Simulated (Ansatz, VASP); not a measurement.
Two plane-wave programs on Na

```
Na
1.0
     3.71862    0.00000    0.00000
    -1.85931    3.22042    0.00000
     0.00000    0.00000    6.07403
Na
2
Direct
  0.33333 0.66667 0.25000
  0.66667 0.33333 0.75000
```

Alike in both runs: functional PBEsol; k mesh 14 × 14 × 8; occupations fermi-dirac, width 0.1 eV; no spin polarisation.

Ansatz relaxed the structure, and its values are those at the end. VASP's run is a single point on that final structure, the one shown.

|  | VASP | Ansatz |
| --- | --- | --- |
| version | VASP 6.6.1 | Ansatz 0.2.0 |
| potentials or method | VASP PAW PBE potentials, release 64 (Na_pv) | PAW with Ansatz's default frozen-core files, scalar-relativistic |
| plane-wave cutoff (eV) | 520 | 420 |
| valence electrons in the cell | 14 | 18 |

|  | VASP | Ansatz | Ansatz less VASP |
| --- | --- | --- | --- |
| pressure (GPa) | 0.0 | 0.0 | -0.01 |

VASP's potentials were made for PBE, not for PBEsol. With one functional, cell and mesh, what is left measures potentials, basis and numerics. VASP's potentials hold 14 valence electrons a cell and Ansatz's 18, so a difference there can come from the potentials and not from the codes.
